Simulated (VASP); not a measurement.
# Re (Im-3m) in VASP: further runs

Re is run at these levels: PBE; tasks: single point.

Program: VASP 6.6.1. These are calculated values, not measurements. Logs are shortened: lines on timing, memory, paths and dates and some standing lists are left out, and cuts for length are marked.

**1. The cell of the first run**

Symmetry: Im-3m, No. 229, cubic system. Conventional cell: a = 3.194 Å, b = 3.194 Å, c = 3.194 Å, α = 90.00°, β = 90.00°, γ = 90.00°. Within 3.6 Å of Re (site symmetry m-3m) lie 14 Re at 2.77 to 3.19 Å.

**2. Single point, PBE (volume scaled by 1.08)**

Contents of INCAR:

```
PREC = Accurate
ENCUT = 520
EDIFF = 1E-6
ISMEAR = -1
SIGMA = 0.1
LREAL = False
LASPH = True
NELM = 100
ALGO = Normal
ISIF = 2
LWAVE = False
LCHARG = False
GGA = PE
NBANDS = 10
```

Contents of KPOINTS:

```
Automatic mesh
0
Gamma
  23 23 23
```

Contents of POSCAR:

```
Re
1.0
   -1.5971473755      1.5971473755      1.5971473755
    1.5971473755     -1.5971473755      1.5971473755
    1.5971473755      1.5971473755     -1.5971473755
Re
1
Direct
    0.0000000000      0.0000000000      0.0000000000
```

Potentials or basis: VASP PAW PBE potentials, release 64 (Re).

Started as:

```bash
$ cat potpaw_PBE.64/Re/POTCAR > POTCAR
$ mpirun -np 1 vasp_std > vasp.out
```

OUTCAR:

```text
PREC = Accurate
   ENCUT = 520
   EDIFF = 1E-6
   ISMEAR = -1
   LREAL = False
   LASPH = True
   NELM = 100
   ISIF = 2
   GGA = PE

 ion  position               nearest neighbor table
   1  0.000  0.000  0.000-

  LATTYP: Found a body centered cubic cell.
 ALAT       =     3.1942947510

  Lattice vectors:

 A1 = (  -1.5971473755,   1.5971473755,   1.5971473755)
 A2 = (   1.5971473755,  -1.5971473755,   1.5971473755)
 A3 = (   1.5971473755,   1.5971473755,  -1.5971473755)

Analysis of symmetry for initial positions (statically):
=====================================================================
 Subroutine PRICEL returns:
 Original cell was already a primitive cell.

 Routine SETGRP: Setting up the symmetry group for a
 body centered cubic supercell.

 Subroutine GETGRP returns: Found 48 space group operations
 (whereof 48 operations were pure point group operations)
 out of a pool of 48 trial point group operations.

The static configuration has the point symmetry O_h .

Analysis of symmetry for dynamics (positions and initial velocities):
=====================================================================
 Subroutine PRICEL returns:
 Original cell was already a primitive cell.

 Routine SETGRP: Setting up the symmetry group for a
 body centered cubic supercell.

 Subroutine GETGRP returns: Found 48 space group operations
 (whereof 48 operations were pure point group operations)
 out of a pool of 48 trial point group operations.

The dynamic configuration has the point symmetry O_h .

 Subroutine INISYM returns: Found 48 space group operations
 (whereof 48 operations are pure point group operations),
 and found     1 'primitive' translations

----------------------------------------------------------------------------------------

                                     Primitive cell

  volume of cell :      16.2965

  direct lattice vectors                    reciprocal lattice vectors
    -1.597147376  1.597147376  1.597147376     0.000000000  0.313058148  0.313058148
     1.597147376 -1.597147376  1.597147376     0.313058148  0.000000000  0.313058148
     1.597147376  1.597147376 -1.597147376     0.313058148  0.313058148  0.000000000

  length of vectors
     2.766340402  2.766340402  2.766340402     0.442731079  0.442731079  0.442731079
[... 79 lines left out ...]
   EDIFF  = 0.1E-05   stopping-criterion for ELM
   LREAL  =      F    real-space projection
   EDIFFG = 0.1E-04   stopping-criterion for IOM
   NSW    =      0    number of steps for IOM
   IBRION =     -1    ionic relax: 0-MD 1-quasi-New 2-CG
   NFREE  =      0    steps in history (QN), initial steepest desc. (CG)
   ISIF   =      2    stress and relaxation
   ISYM   =      2    0-nonsym 1-usesym 2-fastsym
   POTIM  = 0.5000    time-step for ionic-motion
   TEBEG  =    0.0;   TEEND  =   0.0 temperature during run
   PSTRESS=    0.0 pullay stress
   NELECT =       7.0000    total number of electrons
   NUPDOWN=      -1.0000    fix difference up-down
   EMIN   =  10.00;   EMAX   =-10.00  energy-range for DOS
   EFERMI =   0.00;   METHOD = LEGACY
   ISMEAR =    -1;   SIGMA  =   0.10  broadening in eV -4-tet -1-fermi 0-gaus
   EFERMI_NEDOS =   21; number of points for ismear=-14 and -15
   IALGO  =     38    algorithm
   IMIX   =      4    mixing-type and parameters
     AMIX     =   0.40;   BMIX     =  1.00
     AMIX_MAG =   1.60;   BMIX_MAG =  1.00
  volume/ion in A,a.u.               =      16.30       109.97
  Fermi-wavevector in a.u.,A,eV,Ry     =   1.235215  2.334218 20.759169  1.525756
  Thomas-Fermi vector in A             =   2.369873
   LORBIT       =      0    0 simple, 1 ext, 2 COOP (PROOUT), +10 PAW based schemes
   GGA     = PE    functional components
   LHFCALC =     F    Hartree Fock is set to
   AEXX    =    0.0000 exact exchange contribution
   IVDW    =     0    specifies the selected vdW correction
   LEPSILON=     F    determine dielectric tensor
   LRPA    =     F    only Hartree local field effects (RPA)
 non-spin polarized calculation
  energy-cutoff  :      520.00
  volume of cell :       16.30
 maximum number of plane-waves:       458
 NGX is ok and might be reduce to    24
   NGX = 11   NGY = 11   NGZ = 11

 number of electron       7.0000001 magnetization

 Free energy of the ion-electron system (eV)
  ---------------------------------------------------
  ext. energy  EPLUGINS =         0.00000000
  ---------------------------------------------------
  free energy    TOTEN  =       -12.03533794 eV

  energy without entropy =      -11.99785931  energy(sigma->0) =      -12.01659862

 E-fermi :   7.5067     XC(G=0): -13.1724

 val. band max:        7.4730951536   @ k =   0.2174   0.0870   0.0000
 cond. band min:       7.5123704014   @ k =  -0.1304   0.1304   0.0435
 fundamental gap:      0.0392752478
 Fermi energy:         7.5067480522

 k-point     1 :       0.0000    0.0000    0.0000
  band No.  band energies     occupation
      1      -2.4769      2.00000
      2       5.1269      2.00000
      3       5.1270      2.00000
      4       5.1270      2.00000
      5       8.1873      0.00221
      6       8.1873      0.00221
      7      22.8733      0.00000
      8      22.8733      0.00000
      9      22.8733      0.00000
     10      33.6446      0.00000
[... 287 lines left out ...]
 k-point    24 :       0.0870    0.0870    0.0000
  band No.  band energies     occupation
      1      -1.5254      2.00000
      2       4.7354      2.00000
      3       4.8558      2.00000
      4       6.0980      2.00000
      5       7.6085      0.53098
      6       8.2881      0.00081
      7      23.5081      0.00000
      8      24.0505      0.00000
      9      24.2791      0.00000
     10      28.9625      0.00000

 [... further k-points ...]

------------------------ aborting loop because EDIFF is reached ----------------------------------------

  FORCE on cell =-STRESS in cart. coord.  units (eV):
  Direction    XX          YY          ZZ          XY          YZ          ZX
  --------------------------------------------------------------------------------------
  -------------------------------------------------------------------------------------
  Total       -2.3804443     -2.3804443     -2.3804443     -0.0000000     -0.0000000      0.0000000
  in kB     -234.0311327   -234.0311327   -234.0311327     -0.0000000     -0.0000000      0.0000000
  external PRESSURE =    -234.0311327 kB  Pullay stress =       0.0000000 kB

 VOLUME and BASIS-vectors are now :
 -----------------------------------------------------------------------------
  energy-cutoff  :      520.00
  volume of cell :       16.30
      direct lattice vectors                 reciprocal lattice vectors
    -1.597147376  1.597147376  1.597147376     0.000000000  0.313058148  0.313058148
     1.597147376 -1.597147376  1.597147376     0.313058148  0.000000000  0.313058148
     1.597147376  1.597147376 -1.597147376     0.313058148  0.313058148  0.000000000

 POSITION                                       TOTAL-FORCE (eV/Angst)
 -----------------------------------------------------------------------------------
      0.00000      0.00000      0.00000         0.000000      0.000000     -0.000000
 -----------------------------------------------------------------------------------
    total drift:                               -0.000000      0.000000     -0.000000

  FREE ENERGIE OF THE ION-ELECTRON SYSTEM (eV)
  ---------------------------------------------------
  free  energy   TOTEN  =       -12.0353379357 eV

  energy  without entropy=      -11.9978593115  energy(sigma->0) =      -12.01659862
```

OSZICAR:

```text
N       E                     dE             d eps       ncg     rms          rms(c)
DAV:   1     0.575278172040E+01    0.57528E+01   -0.33531E+03 11552   0.750E+02
DAV:   2    -0.124608319306E+02   -0.18214E+02   -0.17015E+02 11210   0.156E+02
DAV:   3    -0.128074758439E+02   -0.34664E+00   -0.33566E+00 11850   0.337E+01
DAV:   4    -0.128093572696E+02   -0.18814E-02   -0.18791E-02 11596   0.131E+00
DAV:   5    -0.128093617649E+02   -0.44952E-05   -0.44949E-05 10508   0.326E-02    0.249E+01
DAV:   6    -0.122159593536E+02    0.59340E+00   -0.61747E-01 11506   0.203E+01    0.898E+00
DAV:   7    -0.120415576252E+02    0.17440E+00   -0.39246E-01 11518   0.155E+01    0.112E+00
DAV:   8    -0.120355594051E+02    0.59982E-02   -0.45960E-03 11302   0.721E-01    0.236E-01
DAV:   9    -0.120353315493E+02    0.22786E-03   -0.36923E-04 11328   0.199E-01    0.295E-02
DAV:  10    -0.120353382322E+02   -0.66829E-05   -0.10383E-05 11292   0.208E-02    0.337E-03
DAV:  11    -0.120353379357E+02    0.29646E-06   -0.57767E-08  5342   0.766E-03
   1 F= -.12035338E+02 E0= -.12016599E+02  d E =-.374786E-01
```

Run time: 2.3 min. Hardware: 1 thread of AMD EPYC 7R13, shared host; peak memory 0.16 GiB.

What came out:

| Item | Value |
| --- | --- |
| Free energy | -12.0353 eV |
| Pressure | -23.4 GPa |

Caveat: spin-orbit coupling is left out, which moves the levels of the heavy elements.

**3. Single point, PBE (volume scaled by 1.12)**

Contents of INCAR:

```
SYSTEM = Re
PREC = Accurate ; ENCUT = 520
EDIFF = 1E-7 ; ISMEAR = -1
SIGMA = 0.1 ; LREAL = .False.
LASPH = .True. ; NELM = 60
ALGO = Normal ; ISIF = 2
LWAVE = .False. ; LCHARG = .False.
GGA = PE ; NBANDS = 10
```

Contents of KPOINTS:

```
regular mesh
0
Gamma
  23 23 23
  0 0 0
```

Contents of POSCAR:

```
Re
1.0
   -1.6166267023      1.6166267023      1.6166267023
    1.6166267023     -1.6166267023      1.6166267023
    1.6166267023      1.6166267023     -1.6166267023
Re
1
Direct
    0.0000000000      0.0000000000      0.0000000000
```

Potentials or basis: VASP PAW PBE potentials, release 64 (Re).

Started as:

```bash
$ cat potpaw_PBE.64/Re/POTCAR > POTCAR
$ mpirun -np 1 vasp_std > vasp.out
```

OUTCAR:

```text
SYSTEM = Re
   PREC = Accurate
   ENCUT = 520
   EDIFF = 1E-7
   ISMEAR = -1
   LREAL = .False.
   LASPH = .True.
   NELM = 60
   ISIF = 2
   GGA = PE

 ion  position               nearest neighbor table
   1  0.000  0.000  0.000-

  LATTYP: Found a body centered cubic cell.
 ALAT       =     3.2332534046

  Lattice vectors:

 A1 = (  -1.6166267023,   1.6166267023,   1.6166267023)
 A2 = (   1.6166267023,  -1.6166267023,   1.6166267023)
[... 491 lines left out ...]
     10      28.0751      0.00000

 [... further k-points ...]

------------------------ aborting loop because EDIFF is reached ----------------------------------------

  FORCE on cell =-STRESS in cart. coord.  units (eV):
  Direction    XX          YY          ZZ          XY          YZ          ZX
  --------------------------------------------------------------------------------------
  -------------------------------------------------------------------------------------
  Total       -3.3232306     -3.3232306     -3.3232306      0.0000000      0.0000000     -0.0000000
  in kB     -315.0517017   -315.0517017   -315.0517017      0.0000000      0.0000000     -0.0000000
  external PRESSURE =    -315.0517017 kB  Pullay stress =       0.0000000 kB

 VOLUME and BASIS-vectors are now :
 -----------------------------------------------------------------------------
  energy-cutoff  :      520.00
  volume of cell :       16.90
      direct lattice vectors                 reciprocal lattice vectors
    -1.616626702  1.616626702  1.616626702     0.000000000  0.309285996  0.309285996
     1.616626702 -1.616626702  1.616626702     0.309285996  0.000000000  0.309285996
     1.616626702  1.616626702 -1.616626702     0.309285996  0.309285996  0.000000000

 POSITION                                       TOTAL-FORCE (eV/Angst)
 -----------------------------------------------------------------------------------
      0.00000      0.00000      0.00000        -0.000000     -0.000000      0.000000
 -----------------------------------------------------------------------------------
    total drift:                               -0.000000     -0.000000      0.000000

  FREE ENERGIE OF THE ION-ELECTRON SYSTEM (eV)
  ---------------------------------------------------
  free  energy   TOTEN  =       -11.9318015614 eV

  energy  without entropy=      -11.8920318827  energy(sigma->0) =      -11.91191672
```

stdout:

```text
POSCAR found type information on POSCAR Re
 POSCAR found :  1 types and       1 ions
 scaLAPACK will be used
 LDA part: xc-table for (Slater+PW92), standard interpolation
 POSCAR, INCAR and KPOINTS ok, starting setup
 FFT: planning ... GRIDC
 FFT: planning ... GRID_SOFT
 FFT: planning ... GRID
 WAVECAR not read
 entering main loop
```

It took 2.7 min on 1 thread of AMD EPYC 7R13, shared host; peak memory 0.16 GiB.

What came out:

| Item | Value |
| --- | --- |
| Free energy | -11.9318 eV |
| Pressure | -31.5 GPa |

Levels at points of the mesh, in eV from the Fermi level:
```csv
k point,band 1,band 2,band 3,band 4,band 5,band 6
"(0.00, 0.00, 0.00)",-9.70,-2.27,-2.27,-2.27,0.65,0.65
```

Caveat: spin-orbit coupling is left out, which moves the levels of the heavy elements.
